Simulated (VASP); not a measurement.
Input of a VASP 6.6.1 run:

Contents of INCAR:

```
SYSTEM = NbP
PREC     = Accurate       ! precision mode
ENCUT    = 500            ! plane-wave cutoff, eV
EDIFF    = 1E-7           ! SCF threshold, eV
ISMEAR   = 0              ! smearing method
SIGMA    = 0.05           ! smearing width, eV
LREAL    = .False.        ! projectors in reciprocal space
LASPH    = .True.         ! aspherical terms in the spheres
NELM     = 120            ! most SCF steps
ALGO     = Normal         ! electronic algorithm
ISIF     = 4              ! what is computed and relaxed
LWAVE    = .False.        ! write WAVECAR
LCHARG   = .False.        ! write CHGCAR
GGA      = PE             ! functional
IBRION   = 2              ! ionic algorithm
NSW      = 60             ! ionic steps
EDIFFG   = -0.01          ! ionic threshold
GGA_COMPAT= .False.      
NELMIN   = 4
```

KPOINTS

```
regular mesh
0
Gamma
  10 10 8
  0 0 0
```

POSCAR

```
NbP
1.0
    3.3669702413      0.0000000000      0.0000000000
   -1.6834851207      2.9158817627      0.0000000000
    0.0000000000      0.0000000000      6.7763504964
Nb P
2 2
Direct
    0.0000000000      0.0000000000      0.0000000000
    0.0000000000      0.0000000000      0.5000000000
    0.3333333333      0.6666666667      0.2500000000
    0.6666666667      0.3333333333      0.7500000000
```

Potentials or basis: VASP PAW PBE potentials, release 64 (Nb_sv, P).

Command:

```sh
$ cat potpaw_PBE.64/Nb_sv/POTCAR potpaw_PBE.64/P/POTCAR > POTCAR
$ mpirun -np 1 vasp_std > vasp.out
```

(1) Estimate the band gap on the k mesh.

## Answers

(1) zero (bands 18 and 19 overlap by 0.45 eV).
